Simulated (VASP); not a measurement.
# TiCo (Pm-3m) in VASP: a series of runs

TiCo is run at these levels: PBE; tasks: single point.

Program: VASP 6.6.1. These are calculated values, not measurements. Logs are shortened: lines on timing, memory, paths and dates and some standing lists are left out, and cuts for length are marked.

## (1) The cell of the first run

The structure is cubic, space group Pm-3m (No. 221). The conventional cell has a = 2.986 Å, b = 2.986 Å, c = 2.986 Å, α = 90.00°, β = 90.00°, γ = 90.00°. Within 3.4 Å of Co (site symmetry m-3m) lie 8 Ti at 2.59 Å and 6 Co at 2.99 Å. Within 3.4 Å of Ti (site symmetry m-3m) lie 8 Co at 2.59 Å and 6 Ti at 2.99 Å.

## (2) Single point, PBE, collinear spin, ferrimagnetic start

Input file INCAR:

```
ALGO = Normal ; EDIFF = 1E-7
ENCUT = 520 ; GGA = PE
ISIF = 2 ; ISMEAR = -1
ISPIN = 2 ; LASPH = T
LCHARG = T ; LELF = T
LMAXMIX = 4 ; LORBIT = 11
LREAL = F ; LVHAR = T
LWAVE = F ; MAGMOM = -0.12 1.09
NBANDS = 22 ; NELM = 150
PREC = Accurate ; SIGMA = 0.05
```

Input file KPOINTS:

```
k-points
0
Gamma
  9 9 9
```

Input file POSCAR:

```
TiCo
1.0
    2.9861109900      0.0000000000      0.0000000000
    0.0000000000      2.9861109900      0.0000000000
    0.0000000000      0.0000000000      2.9861109900
Co Ti
1 1
Direct
    0.5000000000      0.5000000000      0.5000000000
    0.0000000000      0.0000000000      0.0000000000
```

Potentials or basis: VASP PAW PBE potentials, release 64 (Co, Ti_sv).

Run with:

```bash
> cat potpaw_PBE.64/Co/POTCAR potpaw_PBE.64/Ti_sv/POTCAR > POTCAR
> mpirun -np 1 vasp_std > vasp.out
```

OUTCAR:

```text
EDIFF = 1E-7
   ENCUT = 520
   GGA = PE
   ISIF = 2
   ISMEAR = -1
   ISPIN = 2
   LASPH = T
   LORBIT = 11
   LREAL = F
   NELM = 150
   PREC = Accurate

 ion  position               nearest neighbor table
   1  0.500  0.500  0.500-   2 2.59   2 2.59   2 2.59   2 2.59   2 2.59   2 2.59   2 2.59   2 2.59

   2  0.000  0.000  0.000-   1 2.59   1 2.59   1 2.59   1 2.59   1 2.59   1 2.59   1 2.59   1 2.59

  LATTYP: Found a simple cubic cell.
 ALAT       =     2.9861109900

  Lattice vectors:

 A1 = (   2.9861109900,   0.0000000000,   0.0000000000)
 A2 = (   0.0000000000,   2.9861109900,   0.0000000000)
 A3 = (   0.0000000000,   0.0000000000,   2.9861109900)

Analysis of symmetry for initial positions (statically):
=====================================================================
 Subroutine PRICEL returns:
 Original cell was already a primitive cell.

 Routine SETGRP: Setting up the symmetry group for a
 simple cubic supercell.

 Subroutine GETGRP returns: Found 48 space group operations
 (whereof 48 operations were pure point group operations)
 out of a pool of 48 trial point group operations.

The static configuration has the point symmetry O_h .

Analysis of symmetry for dynamics (positions and initial velocities):
=====================================================================
 Subroutine PRICEL returns:
 Original cell was already a primitive cell.

 Routine SETGRP: Setting up the symmetry group for a
 simple cubic supercell.

 Subroutine GETGRP returns: Found 48 space group operations
 (whereof 48 operations were pure point group operations)
 out of a pool of 48 trial point group operations.

The dynamic configuration has the point symmetry O_h .

Analysis of structural, dynamic, and magnetic symmetry:
=====================================================================
 Subroutine PRICEL returns:
 Original cell was already a primitive cell.

 Routine SETGRP: Setting up the symmetry group for a
 simple cubic supercell.

 Subroutine GETGRP returns: Found 48 space group operations
 (whereof 48 operations were pure point group operations)
 out of a pool of 48 trial point group operations.

The overall configuration has the point symmetry O_h .

 Subroutine INISYM returns: Found 48 space group operations
 (whereof 48 operations are pure point group operations),
 and found     1 'primitive' translations

----------------------------------------------------------------------------------------

                                     Primitive cell

  volume of cell :      26.6267

  direct lattice vectors                    reciprocal lattice vectors
     2.986110990  0.000000000  0.000000000     0.334883735  0.000000000  0.000000000
     0.000000000  2.986110990  0.000000000     0.000000000  0.334883735  0.000000000
     0.000000000  0.000000000  2.986110990     0.000000000  0.000000000  0.334883735

  length of vectors
     2.986110990  2.986110990  2.986110990     0.334883735  0.334883735  0.334883735

  position of ions in fractional coordinates (direct lattice)
     0.500000000  0.500000000  0.500000000
     0.000000000  0.000000000  0.000000000

  ion indices of the primitive-cell ions
   primitive index   ion index
                 1           1
                 2           2

----------------------------------------------------------------------------------------

 KPOINTS: k-points

Automatic generation of k-mesh.
 Grid dimensions read from file:
 generate k-points for:    9    9    9

 Generating k-lattice:

  Cartesian coordinates                     Fractional coordinates (reciprocal lattice)
     0.037209304  0.000000000  0.000000000     0.111111111  0.000000000  0.000000000
     0.000000000  0.037209304  0.000000000     0.000000000  0.111111111  0.000000000
     0.000000000  0.000000000  0.037209304     0.000000000  0.000000000  0.111111111

  Length of vectors
     0.037209304  0.037209304  0.037209304

  Shift w.r.t. Gamma in fractional coordinates (k-lattice)
     0.000000000  0.000000000  0.000000000

 Subroutine IBZKPT returns following result:
 ===========================================

 Found     35 irreducible k-points:

 Following reciprocal coordinates:
            Coordinates               Weight
  0.000000  0.000000  0.000000      1.000000
  0.111111  0.000000  0.000000      6.000000
  0.222222  0.000000  0.000000      6.000000
  0.333333  0.000000  0.000000      6.000000
  0.444444  0.000000  0.000000      6.000000
  0.111111  0.111111  0.000000     12.000000
[... 16 lines left out ...]
  0.333333  0.333333  0.111111     24.000000
  0.444444  0.333333  0.111111     48.000000
 [... further k-points ...]
   k-points           NKPTS =     35   k-points in BZ     NKDIM =     35   number of bands    NBANDS=     22
   number of dos      NEDOS =    301   number of ions     NIONS =      2
   total plane-waves  NPLWV =  13824
   dimension x,y,z NGX =    24 NGY =   24 NGZ =   24
   dimension x,y,z NGXF=    48 NGYF=   48 NGZF=   48
   ions per type =               1   1
   NGX,Y,Z   is equivalent  to a cutoff of  13.36, 13.36, 13.36 a.u.
   NGXF,Y,Z  is equivalent  to a cutoff of  26.72, 26.72, 26.72 a.u.
 SYSTEM =  unknown system
   PREC   = accura    normal or accurate (medium, high low for compatibility)
   ISTART =      0    job   : 0-new  1-cont  2-samecut
   ICHARG =      2    charge: 1-file 2-atom 10-const
   ISPIN  =      2    spin polarized calculation?
   LNONCOLLINEAR =      F non collinear calculations
   LSORBIT =      F    spin-orbit coupling
   LASPH  =      T    aspherical Exc in radial PAW
   ENCUT  =  520.0 eV  38.22 Ry    6.18 a.u.   5.55  5.55  5.55*2*pi/ulx,y,z
   NELM   =    150;   NELMIN=  2; NELMDL= -5     # of ELM steps
   EDIFF  = 0.1E-06   stopping-criterion for ELM
   LREAL  =      F    real-space projection
   EDIFFG = 0.1E-05   stopping-criterion for IOM
   NSW    =      0    number of steps for IOM
   IBRION =     -1    ionic relax: 0-MD 1-quasi-New 2-CG
   NFREE  =      0    steps in history (QN), initial steepest desc. (CG)
   ISIF   =      2    stress and relaxation
   ISYM   =      2    0-nonsym 1-usesym 2-fastsym
   POTIM  = 0.5000    time-step for ionic-motion
   TEBEG  =    0.0;   TEEND  =   0.0 temperature during run
   PSTRESS=    0.0 pullay stress
   NELECT =      21.0000    total number of electrons
   NUPDOWN=      -1.0000    fix difference up-down
   EMIN   =  10.00;   EMAX   =-10.00  energy-range for DOS
   EFERMI =   0.00;   METHOD = LEGACY
   ISMEAR =    -1;   SIGMA  =   0.05  broadening in eV -4-tet -1-fermi 0-gaus
   EFERMI_NEDOS =   21; number of points for ismear=-14 and -15
   IALGO  =     38    algorithm
   IMIX   =      4    mixing-type and parameters
     AMIX     =   0.40;   BMIX     =  1.00
     AMIX_MAG =   1.60;   BMIX_MAG =  1.00
  volume/ion in A,a.u.               =      13.31        89.84
  Fermi-wavevector in a.u.,A,eV,Ry     =   1.512546  2.858298 31.127355  2.287796
  Thomas-Fermi vector in A             =   2.622456
   LORBIT       =     11    0 simple, 1 ext, 2 COOP (PROOUT), +10 PAW based schemes
   GGA     = PE    functional components
   LHFCALC =     F    Hartree Fock is set to
   AEXX    =    0.0000 exact exchange contribution
   IVDW    =     0    specifies the selected vdW correction
   LEPSILON=     F    determine dielectric tensor
   LRPA    =     F    only Hartree local field effects (RPA)
 spin polarized calculation
  energy-cutoff  :      520.00
  volume of cell :       26.63
 maximum number of plane-waves:       739
 NGX is ok and might be reduce to    24
   NGX = 11   NGY = 11   NGZ = 11

 number of electron      21.0000000 magnetization       0.9700000

 number of electron      20.9999983 magnetization      -0.7934953

 Free energy of the ion-electron system (eV)
  ---------------------------------------------------
  ext. energy  EPLUGINS =         0.00000000
  ---------------------------------------------------
  free energy    TOTEN  =       -15.68324924 eV

  energy without entropy =      -15.66565089  energy(sigma->0) =      -15.67445007

 E-fermi :   9.9517     XC(G=0): -12.5742

 val. band max:        9.9495354401   @ k =   0.3333   0.2222   0.0000
 cond. band min:       9.9723320235   @ k =   0.3333   0.3333   0.1111
 fundamental gap:      0.0227965834
 Fermi energy:         9.9517302261

 spin component 1

 k-point     1 :       0.0000    0.0000    0.0000
  band No.  band energies     occupation
      1     -47.2317      1.00000
      2     -23.3254      1.00000
      3     -23.3254      1.00000
      4     -23.3254      1.00000
      5       2.2311      1.00000
      6       6.4054      1.00000
[... 14 lines left out ...]
     21      29.4000      0.00000
     22      30.7540      0.00000

 k-point     2 :       0.1111    0.0000    0.0000
  band No.  band energies     occupation
      1     -47.2280      1.00000
      2     -23.3612      1.00000
      3     -23.3228      1.00000
      4     -23.3228      1.00000
      5       2.4751      1.00000
      6       6.5131      1.00000
[... 14 lines left out ...]
     21      30.1444      0.00000
     22      30.1861      0.00000

 k-point     3 :       0.2222    0.0000    0.0000
  band No.  band energies     occupation
      1     -47.2185      1.00000
      2     -23.4512      1.00000
      3     -23.3162      1.00000
      4     -23.3162      1.00000
      5       3.1760      1.00000
      6       6.7542      1.00000
[... 14 lines left out ...]
     21      29.1996      0.00000
     22      30.5805      0.00000
[... 476 lines left out ...]
 k-point    23 :       0.3333    0.3333    0.1111
  band No.  band energies     occupation
      1     -47.1822      1.00000
      2     -23.5220      1.00000
      3     -23.5134      1.00000
      4     -23.3218      1.00000
      5       5.6038      1.00000
      6       6.8151      1.00000
[... 14 lines left out ...]
     21      27.3898      0.00000
     22      29.0756      0.00000

 k-point    24 :       0.4444    0.3333    0.1111
  band No.  band energies     occupation
      1     -47.1757      1.00000
      2     -23.5788      1.00000
      3     -23.5089      1.00000
      4     -23.3158      1.00000
      5       5.9780      1.00000
      6       6.5534      1.00000
[... 14 lines left out ...]
     21      26.7620      0.00000
     22      29.7059      0.00000

 [... further k-points ...]

 spin component 2

 k-point     1 :       0.0000    0.0000    0.0000
  band No.  band energies     occupation
      1     -47.2204      1.00000
      2     -23.3134      1.00000
      3     -23.3134      1.00000
      4     -23.3134      1.00000
      5       2.2486      1.00000
      6       5.7864      1.00000
[... 14 lines left out ...]
     21      29.2543      0.00000
     22      30.8732      0.00000

 k-point     2 :       0.1111    0.0000    0.0000
  band No.  band energies     occupation
      1     -47.2167      1.00000
      2     -23.3488      1.00000
      3     -23.3108      1.00000
      4     -23.3108      1.00000
      5       2.4922      1.00000
      6       5.8822      1.00000
[... 14 lines left out ...]
     21      30.0466      0.00000
     22      30.2661      0.00000

 k-point     3 :       0.2222    0.0000    0.0000
  band No.  band energies     occupation
      1     -47.2073      1.00000
      2     -23.4379      1.00000
      3     -23.3042      1.00000
      4     -23.3042      1.00000
      5       3.1905      1.00000
      6       6.1481      1.00000
[... 14 lines left out ...]
     21      29.3275      0.00000
     22      30.6279      0.00000
[... 476 lines left out ...]
 k-point    23 :       0.3333    0.3333    0.1111
  band No.  band energies     occupation
      1     -47.1714      1.00000
      2     -23.5079      1.00000
      3     -23.4993      1.00000
      4     -23.3096      1.00000
      5       5.4714      1.00000
      6       6.4050      1.00000
[... 14 lines left out ...]
     21      27.3411      0.00000
     22      29.0232      0.00000

 k-point    24 :       0.4444    0.3333    0.1111
  band No.  band energies     occupation
      1     -47.1649      1.00000
      2     -23.5640      1.00000
      3     -23.4948      1.00000
      4     -23.3036      1.00000
      5       5.6905      1.00000
      6       6.2859      1.00000
[... 14 lines left out ...]
     21      26.7282      0.00000
     22      29.7350      0.00000

 [... further k-points ...]
[... 5 lines left out ...]
  --------------------------------------------------------------------------------------
  -------------------------------------------------------------------------------------
  Total       -0.1841426     -0.1841426     -0.1841426     -0.0000000     -0.0000000      0.0000000
  in kB      -11.0801854    -11.0801854    -11.0801854     -0.0000000     -0.0000000      0.0000000
  external PRESSURE =     -11.0801854 kB  Pullay stress =       0.0000000 kB

 VOLUME and BASIS-vectors are now :
 -----------------------------------------------------------------------------
  energy-cutoff  :      520.00
  volume of cell :       26.63
      direct lattice vectors                 reciprocal lattice vectors
     2.986110990  0.000000000  0.000000000     0.334883735  0.000000000  0.000000000
     0.000000000  2.986110990  0.000000000     0.000000000  0.334883735  0.000000000
     0.000000000  0.000000000  2.986110990     0.000000000  0.000000000  0.334883735

 POSITION                                       TOTAL-FORCE (eV/Angst)
 -----------------------------------------------------------------------------------
      1.49306      1.49306      1.49306         0.000000      0.000000      0.000000
      0.00000      0.00000      0.00000         0.000000      0.000000      0.000000
 -----------------------------------------------------------------------------------
    total drift:                                0.000000      0.000000     -0.000000

  FREE ENERGIE OF THE ION-ELECTRON SYSTEM (eV)
  ---------------------------------------------------
  free  energy   TOTEN  =       -15.6832492443 eV

  energy  without entropy=      -15.6656508923  energy(sigma->0) =      -15.67445007

 total charge

# of ion       s       p       d       tot
------------------------------------------
    1        0.524   0.457   7.307   8.289
    2        2.247   6.179   1.860  10.286
--------------------------------------------------
tot          2.771   6.637   9.167  18.575

 magnetization (x)

# of ion       s       p       d       tot
------------------------------------------
    1       -0.025   0.007  -0.858  -0.877
    2        0.003   0.014   0.014   0.031
--------------------------------------------------
tot         -0.023   0.021  -0.844  -0.846
```

It took 33 s on 1 thread of AMD EPYC 9R45 (Zen 5), shared host; peak memory 0.14 GiB.

What came out:

| Property | Result |
| --- | --- |
| Free energy | -15.6832 eV |
| Pressure | -1.1 GPa |
| Net moment | -0.79 μB per cell |
| Site moments | Co -0.88; Ti +0.03 μB |
| Valence electrons inside the program's atomic spheres | Co 8.29; Ti 10.29 |

Levels at points of the mesh, in eV from the Fermi level:
Spin up:
```
           k point  band 8  band 9  band 10  band 11  band 12  band 13
(0.00, 0.00, 0.00)   -1.35   -1.35    -1.35     0.99     0.99     2.74
```
Spin down:
| k point | band 9 | band 10 | band 11 | band 12 | band 13 | band 14 |
| --- | --- | --- | --- | --- | --- | --- |
| (0.00, 0.00, 0.00) | -1.87 | -1.87 | 0.47 | 0.47 | 2.65 | 2.65 |

(Continued in part 2 of 2.)
